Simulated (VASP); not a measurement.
Na2S: single point with PBE

Na2S:

```
CELL_PARAMETERS angstrom
4.62943 0.00000 0.00000
2.31471 4.00920 0.00000
2.31471 1.33640 3.77991
ATOMIC_POSITIONS crystal
Na 0.25000 0.25000 0.25000
Na 0.75000 0.75000 0.75000
S 0.00000 0.00000 0.00000
```

| Item | Value |
| --- | --- |
| Program | VASP 6.6.1 |
| Task | single point |
| Functional | PBE |
| Potentials or basis | VASP PAW PBE potentials, release 64 (Na_pv, S) |
| Cutoff | 500 eV |
| k mesh | 6 × 6 × 6 |
| Occupations | gaussian, width 0.01 eV |
| Spin | no spin polarisation |
| Dipole correction | no |
| Further INCAR settings | ALGO = Normal; EDIFF = 1e-06; NBANDS = 17 |

```
Pressure               : 0.3 GPa
Band gap on the k mesh : 2.48 eV, direct
```

Levels at points of the mesh, in eV from the valence-band top:
```tsv
k point	band 8	band 9	band 10	band 11	band 12	band 13
(0.00, 0.00, 0.00)	0.00	0.00	0.00	2.48	7.73	7.73
(0.50, 0.00, 0.00)	-1.64	-0.13	-0.13	4.78	6.44	7.14
(0.50, 0.50, 0.00)	-1.46	-0.46	-0.46	3.85	6.00	8.43
```

Run time: 12 s on 1 thread of Intel(R) Xeon(R) 6975P-C (Granite Rapids), on a shared host, peak memory 0.19 GiB.

Expect the measured gap to be larger: semilocal functionals such as PBE lack the derivative discontinuity.
